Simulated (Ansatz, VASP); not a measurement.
## One calculation of Al3Ni5, two programs

The input INCAR:

```
SYSTEM = Al3Ni5
ALGO = Fast ; EDIFF = 1E-6
ENCUT = 520 ; GGA = PS
ISIF = 2 ; ISMEAR = 0
LASPH = .True. ; LCHARG = .False.
LREAL = .False. ; LWAVE = .False.
NBANDS = 40 ; NELM = 100
PREC = Accurate ; SIGMA = 0.15
```

KPOINTS

```
k-points
0
Gamma
  8 8 10
  0 0 0
```

The input POSCAR:

```
Al3Ni5
1.0
    3.2933322733     -3.6919375996      0.0000000000
    3.2933322733      3.6919375996      0.0000000000
    0.0000000000      0.0000000000      3.7203545688
Al Ni
3 5
Direct
    0.5078035974      0.4921964026      0.0000000000
    0.7792664800      0.2207335200      0.5000000000
    0.2198887224      0.7801112776      0.5000000000
   -0.0078229920      0.0078229920      0.0000000000
    0.0123296770      0.5103333841      0.0000000000
    0.4896666159     -0.0123296770      0.0000000000
    0.2775511656      0.2749234484      0.5000000000
    0.7250765516      0.7224488344      0.5000000000
```

Input for Ansatz:

```yaml
crystal:
  lattice:
    - [3.2933322733, -3.6919375996, 0.0]
    - [3.2933322733, 3.6919375996, 0.0]
    - [0.0, 0.0, 3.7203545688]
  atoms:
    - { symbol: Al, position: [0.5078035974, 0.4921964026, 0.0] }
    - { symbol: Al, position: [0.77926648, 0.22073352, 0.5] }
    - { symbol: Al, position: [0.2198887224, 0.7801112776, 0.5] }
    - { symbol: Ni, position: [-0.007822992, 0.007822992, 0.0] }
    - { symbol: Ni, position: [0.012329677, 0.5103333841, 0.0] }
    - { symbol: Ni, position: [0.4896666159, -0.012329677, 0.0] }
    - { symbol: Ni, position: [0.2775511656, 0.2749234484, 0.5] }
    - { symbol: Ni, position: [0.7250765516, 0.7224488344, 0.5] }
basis:
  ecutwfc: 420
kpoints:
  mp_grid: { grid: [8, 8, 10] }
hamiltonian:
  xc: pbesol
scf:
  occupations: { method: gaussian, width: 0.15 }
output:
  forces: true
  stress: true
  eigenvalues: true
```

Change from the starting cell: mode 4 (125.4 1/cm) frozen in, largest displacement +0.075 Å.

Alike in both runs: task single point; functional PBEsol; k mesh 8 × 8 × 10; occupations gaussian, width 0.15 eV; no spin polarisation.

```csv
,VASP,Ansatz
version,VASP 6.6.1,Ansatz 0.2.0
potentials or method,"VASP PAW PBE potentials, release 64 (Al, Ni), cutoff 520 eV","scalar-relativistic, plane waves, PAW"
valence electrons in the cell,59,99
```

Ansatz gave:

```
gap on the k mesh at the Fermi level (eV)                     : none
pressure (GPa)                                                : 0.1
traceless stress, the component that is largest in VASP (GPa) : 0.37
rms of the force components (eV/Å)                            : 0.087
```

Problem. What did VASP give for the same quantities?

Solution. gap on the k mesh at the Fermi level (eV): none; pressure (GPa): 0.3; traceless stress, the component that is largest in VASP (GPa): 0.49; rms of the force components (eV/Å): 0.089.

VASP's potentials were made for PBE, not for PBEsol. Atom by atom the forces differ by 0.003 eV/Å (rms over components). A gap of «none» marks a metal or a gap that the smearing closes. The functional is the same, so the differences come from potentials, cutoffs and numerics. VASP's potentials hold 59 valence electrons a cell and Ansatz's 99, so a difference there can come from the potentials and not from the codes.
